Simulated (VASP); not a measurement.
# Zn5O (F-43m) in VASP: further runs

The runs below take Zn5O through single point, with PBE.

Program: VASP 6.6.1. These are calculated values, not measurements. Logs are shortened: lines on timing, memory, paths and dates and some standing lists are left out, and cuts for length are marked.

## 1. The cell of the first run

It takes space group F-43m (No. 216, cubic). The conventional cell has a = 6.919 Å, b = 6.919 Å, c = 6.919 Å, α = 90.00°, β = 90.00°, γ = 90.00°. Within 3.2 Å of Zn (site symmetry 3m) lie 9 Zn at 2.45 to 2.87 Å and 3 O at 2.87 Å. Within 3.8 Å of Zn (site symmetry -43m) lie 12 Zn at 2.87 Å and 4 O at 3.00 Å. O (site symmetry -43m) has 16 Zn at 2.87 to 3.00 Å within 3.8 Å.

The cell was built from a structure type or drawn by symmetry, and may not be a known phase.

## 2. Single point, PBE

File INCAR:

```
PREC = Accurate ; ENCUT = 520
EDIFF = 1E-7 ; ISMEAR = 0
SIGMA = 0.1 ; LREAL = False
LASPH = True ; NELM = 80
ALGO = Normal ; ISIF = 2
LWAVE = False ; LCHARG = True
GGA = PE ; LELF = True
LVHAR = True ; NBANDS = 42
```

File KPOINTS:

```
Automatic mesh
0
Gamma
  4 4 4
```

File POSCAR:

```
Zn5O
1.0
    0.0000000000      3.4593232500      3.4593232500
    3.4593232500      0.0000000000      3.4593232500
    3.4593232500      3.4593232500      0.0000000000
Zn O
5 1
Direct
    0.3750000000      0.3750000000      0.8750000000
    0.3750000000      0.8750000000      0.3750000000
    0.8750000000      0.3750000000      0.3750000000
    0.3750000000      0.3750000000      0.3750000000
    0.7500000000      0.7500000000      0.7500000000
    0.0000000000      0.0000000000      0.0000000000
```

Potentials or basis: VASP PAW PBE potentials, release 64 (Zn, O).

Run with:

```
cat potpaw_PBE.64/Zn/POTCAR potpaw_PBE.64/O/POTCAR > POTCAR
mpirun -np 1 vasp_std > vasp.out
```

OUTCAR:

```text
PREC = Accurate
   ENCUT = 520
   EDIFF = 1E-7
   ISMEAR = 0
   LREAL = False
   LASPH = True
   NELM = 80
   ISIF = 2
   GGA = PE

 ion  position               nearest neighbor table
   1  0.375  0.375  0.875-   4 2.45   2 2.45   3 2.45   4 2.45   2 2.45   3 2.45   5 2.87   5 2.87
                             5 2.87
   2  0.375  0.875  0.375-   4 2.45   1 2.45   1 2.45   3 2.45   4 2.45   3 2.45   5 2.87   5 2.87
                             5 2.87
   3  0.875  0.375  0.375-   4 2.45   1 2.45   2 2.45   1 2.45   2 2.45   4 2.45   5 2.87   5 2.87
                             5 2.87
   4  0.375  0.375  0.375-   1 2.45   2 2.45   3 2.45   1 2.45   2 2.45   3 2.45   5 2.87   5 2.87
                             5 2.87
   5  0.750  0.750  0.750-   1 2.87   2 2.87   4 2.87   1 2.87   3 2.87   4 2.87   2 2.87   3 2.87
                             4 2.87   1 2.87   2 2.87   3 2.87
   6  0.000  0.000  0.000-

  LATTYP: Found a face centered cubic cell.
 ALAT       =     6.9186465000

  Lattice vectors:

 A1 = (   0.0000000000,   3.4593232500,   3.4593232500)
 A2 = (   3.4593232500,   0.0000000000,   3.4593232500)
 A3 = (   3.4593232500,   3.4593232500,   0.0000000000)

Analysis of symmetry for initial positions (statically):
=====================================================================
 Subroutine PRICEL returns:
 Original cell was already a primitive cell.

 Routine SETGRP: Setting up the symmetry group for a
 face centered cubic supercell.

 Subroutine GETGRP returns: Found 24 space group operations
 (whereof 24 operations were pure point group operations)
 out of a pool of 48 trial point group operations.

The static configuration has the point symmetry T_d .

Analysis of symmetry for dynamics (positions and initial velocities):
=====================================================================
 Subroutine PRICEL returns:
 Original cell was already a primitive cell.

 Routine SETGRP: Setting up the symmetry group for a
 face centered cubic supercell.

 Subroutine GETGRP returns: Found 24 space group operations
 (whereof 24 operations were pure point group operations)
 out of a pool of 48 trial point group operations.

The dynamic configuration has the point symmetry T_d .

 Subroutine INISYM returns: Found 24 space group operations
 (whereof 24 operations are pure point group operations),
 and found     1 'primitive' translations

----------------------------------------------------------------------------------------

                                     Primitive cell

  volume of cell :      82.7949

  direct lattice vectors                    reciprocal lattice vectors
     0.000000000  3.459323250  3.459323250    -0.144536941  0.144536941  0.144536941
     3.459323250  0.000000000  3.459323250     0.144536941 -0.144536941  0.144536941
     3.459323250  3.459323250  0.000000000     0.144536941  0.144536941 -0.144536941

  length of vectors
     4.892221857  4.892221857  4.892221857     0.250345325  0.250345325  0.250345325

  position of ions in fractional coordinates (direct lattice)
     0.375000000  0.375000000  0.875000000
     0.375000000  0.875000000  0.375000000
     0.875000000  0.375000000  0.375000000
     0.375000000  0.375000000  0.375000000
     0.750000000  0.750000000  0.750000000
     0.000000000  0.000000000  0.000000000

  ion indices of the primitive-cell ions
   primitive index   ion index
                 1           1
                 2           2
                 3           3
                 4           4
                 5           5
                 6           6

----------------------------------------------------------------------------------------

 KPOINTS: Automatic mesh

Automatic generation of k-mesh.
 Grid dimensions read from file:
 generate k-points for:    4    4    4

 Generating k-lattice:

  Cartesian coordinates                     Fractional coordinates (reciprocal lattice)
    -0.036134235  0.036134235  0.036134235     0.250000000  0.000000000  0.000000000
     0.036134235 -0.036134235  0.036134235     0.000000000  0.250000000  0.000000000
     0.036134235  0.036134235 -0.036134235     0.000000000  0.000000000  0.250000000

  Length of vectors
     0.062586331  0.062586331  0.062586331

  Shift w.r.t. Gamma in fractional coordinates (k-lattice)
     0.000000000  0.000000000  0.000000000

 Subroutine IBZKPT returns following result:
 ===========================================

 Found      8 irreducible k-points:

 Following reciprocal coordinates:
            Coordinates               Weight
  0.000000  0.000000  0.000000      1.000000
  0.250000  0.000000  0.000000      8.000000
  0.500000  0.000000  0.000000      4.000000
  0.250000  0.250000  0.000000      6.000000
  0.500000  0.250000  0.000000     24.000000
 -0.250000  0.250000  0.000000     12.000000
  0.500000  0.500000  0.000000      3.000000
 -0.250000  0.500000  0.250000      6.000000
   k-points           NKPTS =      8   k-points in BZ     NKDIM =      8   number of bands    NBANDS=     42
   number of dos      NEDOS =    301   number of ions     NIONS =      6
   total plane-waves  NPLWV =  46656
   dimension x,y,z NGX =    36 NGY =   36 NGZ =   36
   dimension x,y,z NGXF=    72 NGYF=   72 NGZF=   72
   ions per type =               5   1
   NGX,Y,Z   is equivalent  to a cutoff of  12.23, 12.23, 12.23 a.u.
   NGXF,Y,Z  is equivalent  to a cutoff of  24.47, 24.47, 24.47 a.u.
 SYSTEM =  unknown system
   PREC   = accura    normal or accurate (medium, high low for compatibility)
   ISTART =      0    job   : 0-new  1-cont  2-samecut
   ICHARG =      2    charge: 1-file 2-atom 10-const
   ISPIN  =      1    spin polarized calculation?
   LNONCOLLINEAR =      F non collinear calculations
   LSORBIT =      F    spin-orbit coupling
   LASPH  =      T    aspherical Exc in radial PAW
   ENCUT  =  520.0 eV  38.22 Ry    6.18 a.u.   9.10  9.10  9.10*2*pi/ulx,y,z
   NELM   =     80;   NELMIN=  2; NELMDL= -5     # of ELM steps
   EDIFF  = 0.1E-06   stopping-criterion for ELM
   LREAL  =      F    real-space projection
   EDIFFG = 0.1E-05   stopping-criterion for IOM
   NSW    =      0    number of steps for IOM
   IBRION =     -1    ionic relax: 0-MD 1-quasi-New 2-CG
   NFREE  =      0    steps in history (QN), initial steepest desc. (CG)
   ISIF   =      2    stress and relaxation
   ISYM   =      2    0-nonsym 1-usesym 2-fastsym
   POTIM  = 0.5000    time-step for ionic-motion
   TEBEG  =    0.0;   TEEND  =   0.0 temperature during run
   PSTRESS=    0.0 pullay stress
   NELECT =      66.0000    total number of electrons
   NUPDOWN=      -1.0000    fix difference up-down
   EMIN   =  10.00;   EMAX   =-10.00  energy-range for DOS
   EFERMI =   0.00;   METHOD = LEGACY
   ISMEAR =     0;   SIGMA  =   0.10  broadening in eV -4-tet -1-fermi 0-gaus
   EFERMI_NEDOS =   21; number of points for ismear=-14 and -15
   IALGO  =     38    algorithm
   IMIX   =      4    mixing-type and parameters
     AMIX     =   0.40;   BMIX     =  1.00
     AMIX_MAG =   1.60;   BMIX_MAG =  1.00
  volume/ion in A,a.u.               =      13.80        93.12
  Fermi-wavevector in a.u.,A,eV,Ry     =   1.517941  2.868493 31.349810  2.304146
  Thomas-Fermi vector in A             =   2.627129
   LORBIT       =      0    0 simple, 1 ext, 2 COOP (PROOUT), +10 PAW based schemes
   GGA     = PE    functional components
   LHFCALC =     F    Hartree Fock is set to
   AEXX    =    0.0000 exact exchange contribution
   IVDW    =     0    specifies the selected vdW correction
   LEPSILON=     F    determine dielectric tensor
   LRPA    =     F    only Hartree local field effects (RPA)
 non-spin polarized calculation
 Gauss-broadening in eV      SIGMA  =   0.10
  energy-cutoff  :      520.00
  volume of cell :       82.79
 maximum number of plane-waves:      2252
   NGX = 19   NGY = 19   NGZ = 19

 number of electron      66.0000045 magnetization

 Free energy of the ion-electron system (eV)
  ---------------------------------------------------
  ext. energy  EPLUGINS =         0.00000000
  ---------------------------------------------------
  free energy    TOTEN  =        -8.84369594 eV

  energy without entropy =       -8.80078348  energy(sigma->0) =       -8.82223971

 E-fermi :   2.7104     XC(G=0): -11.5676

 val. band max:        2.6725531333   @ k =   0.2500   0.0000   0.0000
 cond. band min:       2.7544393523   @ k =   0.0000   0.0000   0.0000
 fundamental gap:      0.0818862190
 Fermi energy:         2.7104174545

 k-point     1 :       0.0000    0.0000    0.0000
  band No.  band energies     occupation
      1     -13.9294      2.00000
      2      -7.5485      2.00000
      3      -5.9523      2.00000
      4      -5.9523      2.00000
      5      -5.9523      2.00000
      6      -5.5902      2.00000
[... 34 lines left out ...]
     41      10.3190      0.00000
     42      10.3190      0.00000

 k-point     2 :       0.2500    0.0000    0.0000
  band No.  band energies     occupation
      1     -13.8934      2.00000
      2      -7.2621      2.00000
      3      -5.9010      2.00000
      4      -5.8266      2.00000
      5      -5.8266      2.00000
      6      -5.5610      2.00000
[... 34 lines left out ...]
     41       9.5118      0.00000
     42      11.4588      0.00000

 k-point     3 :       0.5000    0.0000    0.0000
  band No.  band energies     occupation
      1     -13.8579      2.00000
      2      -6.8839      2.00000
      3      -5.7153      2.00000
      4      -5.7153      2.00000
      5      -5.7114      2.00000
      6      -5.5020      2.00000
[... 34 lines left out ...]
     41      11.0058      0.00000
     42      11.0058      0.00000

 k-point     4 :       0.2500    0.2500    0.0000
  band No.  band energies     occupation
      1     -13.8829      2.00000
      2      -7.1297      2.00000
      3      -5.9164      2.00000
      4      -5.7592      2.00000
      5      -5.7592      2.00000
      6      -5.5913      2.00000
[... 34 lines left out ...]
     41      10.4566      0.00000
     42      10.4567      0.00000

 k-point     5 :       0.5000    0.2500    0.0000
  band No.  band energies     occupation
      1     -13.8491      2.00000
      2      -6.6190      2.00000
      3      -5.8094      2.00000
      4      -5.6462      2.00000
      5      -5.5643      2.00000
      6      -5.4689      2.00000
[... 34 lines left out ...]
     41      10.8634      0.00000
     42      11.6707      0.00000

 k-point     6 :      -0.2500    0.2500    0.0000
  band No.  band energies     occupation
      1     -13.8594      2.00000
      2      -6.8337      2.00000
      3      -5.8261      2.00000
      4      -5.7067      2.00000
      5      -5.5905      2.00000
      6      -5.4597      2.00000
[... 34 lines left out ...]
     41      11.4056      0.00000
     42      11.5731      0.00000

 k-point     7 :       0.5000    0.5000    0.0000
  band No.  band energies     occupation
      1     -13.8401      2.00000
      2      -6.1513      2.00000
      3      -6.1395      2.00000
      4      -5.5255      2.00000
      5      -5.4829      2.00000
      6      -5.4434      2.00000
[... 34 lines left out ...]
     41      11.0357      0.00000
     42      11.0358      0.00000

 k-point     8 :      -0.2500    0.5000    0.2500
  band No.  band energies     occupation
      1     -13.8391      2.00000
      2      -6.1120      2.00000
      3      -6.0546      2.00000
      4      -5.6243      2.00000
      5      -5.5845      2.00000
      6      -5.3466      2.00000
[... 34 lines left out ...]
     41      10.6420      0.00000
     42      10.7665      0.00000

------------------------ aborting loop because EDIFF is reached ----------------------------------------

  FORCE on cell =-STRESS in cart. coord.  units (eV):
  Direction    XX          YY          ZZ          XY          YZ          ZX
  --------------------------------------------------------------------------------------
  -------------------------------------------------------------------------------------
  Total        3.7165316      3.7165316      3.7165316     -0.0000000      0.0000000      0.0000000
  in kB       71.9192214     71.9192214     71.9192214     -0.0000000      0.0000000      0.0000000
  external PRESSURE =      71.9192214 kB  Pullay stress =       0.0000000 kB

 VOLUME and BASIS-vectors are now :
 -----------------------------------------------------------------------------
  energy-cutoff  :      520.00
  volume of cell :       82.79
      direct lattice vectors                 reciprocal lattice vectors
     0.000000000  3.459323250  3.459323250    -0.144536941  0.144536941  0.144536941
     3.459323250  0.000000000  3.459323250     0.144536941 -0.144536941  0.144536941
     3.459323250  3.459323250  0.000000000     0.144536941  0.144536941 -0.144536941

 POSITION                                       TOTAL-FORCE (eV/Angst)
 -----------------------------------------------------------------------------------
      4.32415      4.32415      2.59449         0.011322      0.011322     -0.011322
      4.32415      2.59449      4.32415         0.011322     -0.011322      0.011322
      2.59449      4.32415      4.32415        -0.011322      0.011322      0.011322
      2.59449      2.59449      2.59449        -0.011322     -0.011322     -0.011322
      5.18898      5.18898      5.18898        -0.000000     -0.000000     -0.000000
      0.00000      0.00000      0.00000        -0.000000     -0.000000     -0.000000
 -----------------------------------------------------------------------------------
    total drift:                                0.000000      0.000000     -0.000000

  FREE ENERGIE OF THE ION-ELECTRON SYSTEM (eV)
  ---------------------------------------------------
  free  energy   TOTEN  =        -8.8436959404 eV

  energy  without entropy=       -8.8007834777  energy(sigma->0) =       -8.82223971
```

It took 73 s on 1 thread of Intel Xeon 8259CL, shared host; peak memory 0.2 GiB.

Results:

- Free energy: -8.8437 eV
- Pressure: 7.2 GPa
- Band gap on the k mesh: zero (bands 33 and 34 overlap by 0.62 eV)

Levels at points of the mesh, in eV from the Fermi level:
| k point | band 30 | band 31 | band 32 | band 33 | band 34 | band 35 | band 36 | band 37 |
| --- | --- | --- | --- | --- | --- | --- | --- | --- |
| (0.00, 0.00, 0.00) | -2.49 | -2.44 | 0.04 | 0.04 | 0.04 | 1.35 | 2.35 | 2.35 |
| (0.50, 0.00, 0.00) | -2.76 | -2.50 | -0.68 | -0.38 | -0.38 | 2.25 | 2.25 | 3.08 |
| (0.50, 0.50, 0.00) | -3.81 | -3.22 | -0.68 | 0.24 | 0.24 | 0.69 | 6.14 | 6.84 |

Caveat: the k points lie up to 0.39 Å⁻¹ apart, too coarse for converged energies and pressures of a metal; semilocal functionals underestimate gaps, so a narrow gap can read as zero.

## 3. Single point, PBE, collinear spin, ferromagnetic start

File INCAR:

```
SYSTEM = Zn5O
  PREC = Accurate
  ENCUT = 520
  EDIFF = 1E-7
  ISMEAR = 0
  SIGMA = 0.1
  LREAL = .FALSE.
  LASPH = .TRUE.
  NELM = 150
  ALGO = Normal
  ISIF = 2
  LWAVE = .FALSE.
  LCHARG = .TRUE.
  ISPIN = 2
  MAGMOM = 0 0 0 0 0 1
  LORBIT = 11
  GGA = PE
  LELF = .TRUE.
  LVHAR = .TRUE.
  NBANDS = 46
```

File KPOINTS:

```
regular mesh
0
G
  4 4 4
  0 0 0
```

POSCAR is that of step 2.

Potentials or basis: VASP PAW PBE potentials, release 64 (Zn, O).

Run with:

```
cat potpaw_PBE.64/Zn/POTCAR potpaw_PBE.64/O/POTCAR > POTCAR
mpirun -np 1 vasp_std > vasp.out
```

It took 3.7 min on 1 thread of Intel Xeon 8259CL, shared host; peak memory 0.25 GiB.

Results (log left out):

- Free energy: -8.8437 eV
- Pressure: 7.2 GPa
- Band gap on the k mesh: zero (filled and empty bands overlap)
- Net moment: 0.00 μB per cell
- Valence electrons inside the program's atomic spheres: Zn 10.88, 10.67 (each value once); O 4.75

Levels at points of the mesh, in eV from the Fermi level:
Spin up:
| k point | band 31 | band 32 | band 33 | band 34 | band 35 | band 36 |
| --- | --- | --- | --- | --- | --- | --- |
| (0.00, 0.00, 0.00) | -2.44 | 0.04 | 0.04 | 0.04 | 1.35 | 2.35 |
| (0.50, 0.00, 0.00) | -2.50 | -0.68 | -0.38 | -0.38 | 2.25 | 2.25 |
| (0.50, 0.50, 0.00) | -3.22 | -0.68 | 0.24 | 0.24 | 0.69 | 6.14 |
Spin down:
| k point | band 30 | band 31 | band 32 | band 33 | band 34 | band 35 | band 36 | band 37 |
| --- | --- | --- | --- | --- | --- | --- | --- | --- |
| (0.00, 0.00, 0.00) | -2.49 | -2.44 | 0.04 | 0.04 | 0.04 | 1.35 | 2.35 | 2.35 |
| (0.50, 0.00, 0.00) | -2.76 | -2.50 | -0.68 | -0.38 | -0.38 | 2.26 | 2.26 | 3.08 |
| (0.50, 0.50, 0.00) | -3.81 | -3.22 | -0.68 | 0.24 | 0.24 | 0.69 | 6.14 | 6.84 |

Caveat: the k points lie up to 0.39 Å⁻¹ apart, too coarse for converged energies and pressures of a metal; semilocal functionals underestimate gaps, so a narrow gap can read as zero.
